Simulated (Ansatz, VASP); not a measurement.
TaSi2 in VASP and in Ansatz

```
Ta Si
1.0
     2.95227   -0.00279    0.04524
    -0.00483    5.21654    0.03173
     0.09608    0.03890    6.30170
Ta Si
2 4
Direct
  0.49910 0.18161 0.49375
  0.99959 0.66922 0.50806
  0.97127 0.31464 0.19080
  0.52343 0.83831 0.18254
  0.99979 0.32558 0.80767
  0.50682 0.83730 0.81717
```

Change from the starting cell: cell x2, atoms moved at random (sigma 0.05 Å) and cell strained at random (1.5 %), then relaxed without symmetry.

Alike in both runs: task relaxation of cell and atoms; functional PBE; k mesh 8 × 4 × 4; occupations gaussian, width 0.2 eV; no spin polarisation.

|  | VASP | Ansatz |
| --- | --- | --- |
| version | VASP 6.6.1 | Ansatz 0.2.0 |
| potentials or method | VASP PAW PBE potentials, release 64 (Ta_pv, Si), cutoff 600 eV | scalar-relativistic, plane waves, PAW |
| valence electrons in the cell | 38 | 42 |

|  | VASP | Ansatz | Ansatz less VASP |
| --- | --- | --- | --- |
| gap on the k mesh at the Fermi level, each at its own relaxed structure (eV) | none | none | - |
| relaxed volume (Å³/atom) | 16.49 | 16.49 | -0.007 |
| relaxed length of the cell vector where the two differ most in proportion (Å) | 5.331 | 5.328 | -0.0029 |

A gap of «none» marks a metal or a gap that the smearing closes. VASP's potentials hold 38 valence electrons a cell and Ansatz's 42, so a difference there can come from the potentials and not from the codes.

Spin-orbit coupling is off throughout.
